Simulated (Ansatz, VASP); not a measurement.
One calculation of Cs, two programs

```
Cs
1.0
    10.00000    0.00000    0.00000
     0.00000   10.50000    0.00000
     0.00000    0.00000   11.00000
Cs
1
Cartesian
  5.0000 5.2500 5.5000
```

Alike in both runs: task single point; functional LDA; k mesh 1 × 1 × 1; occupations fermi-dirac, width 0.01 eV; collinear spin.

|  | VASP | Ansatz |
| --- | --- | --- |
| version | VASP 6.6.1 | Ansatz 0.2.0 |
| potentials or method | VASP PAW LDA potentials, release 64 (Cs_sv), cutoff 520 eV | plane waves, PAW |
| valence electrons in the cell | 9 | 9 |

Ansatz gave:

| Item | Value |
| --- | --- |
| gap on the k mesh at the Fermi level (eV) | 0.44 |
| net moment per atom (μB) | 1.00 |
| size of the moment on the site where the two differ most (μB) | 0.87 |

Problem. Estimate VASP's values.

Solution. gap on the k mesh at the Fermi level (eV): 0.47; net moment per atom (μB): 1.00; size of the moment on the site where the two differ most (μB): 0.02.

LDA's correlation is that of Perdew and Zunger in VASP and of Perdew and Wang (1992) in Ansatz. Site moments also hang on the region over which each program counts them. Ansatz's warnings: stability check not made.

The k mesh is coarse, so the values compare programs but aren't converged. Neither program's run includes spin-orbit coupling.
